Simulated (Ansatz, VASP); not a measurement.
Two plane-wave programs on HgTe

```
CELL_PARAMETERS angstrom
0.00000 3.21450 3.21450
3.21450 0.00000 3.21450
3.21450 3.21450 0.00000
ATOMIC_POSITIONS crystal
Hg 0.00000 0.00000 0.00000
Te 0.75000 0.75000 0.75000
```

Alike in both runs: task relaxation of cell and atoms; functional revPBE; dispersion D4; k mesh 7 × 7 × 7; occupations fermi-dirac, width 0.05 eV; no spin polarisation.

|  | VASP | Ansatz |
| --- | --- | --- |
| version | VASP 6.6.1 | Ansatz 0.2.0 |
| potentials or method | VASP PAW PBE potentials, release 64 (Hg, Te) | Ansatz PAW |
| plane-wave cutoff (eV) | 500 | 420 |
| valence electrons in the cell | 18 | 36 |

|  | VASP | Ansatz | Ansatz less VASP |
| --- | --- | --- | --- |
| gap on the k mesh at the Fermi level, each at its own relaxed structure (eV) | none | none | - |
| relaxed volume (Å³/atom) | 35.02 | 34.96 | -0.053 |
| relaxed cell length with the largest relative difference (Å) | 4.627 | 4.624 | -0.0023 |

VASP's potentials were made for PBE, not for revPBE. A gap of «none» marks a metal or a gap that the smearing closes. VASP's potentials hold 18 valence electrons a cell and Ansatz's 36, so a difference there can come from the potentials and not from the codes.

Spin-orbit coupling is off throughout. Noted on Ansatz's run: the plane-wave basis is chosen anew once the cell has moved, so the energies of steps on either side of that aren't comparable.
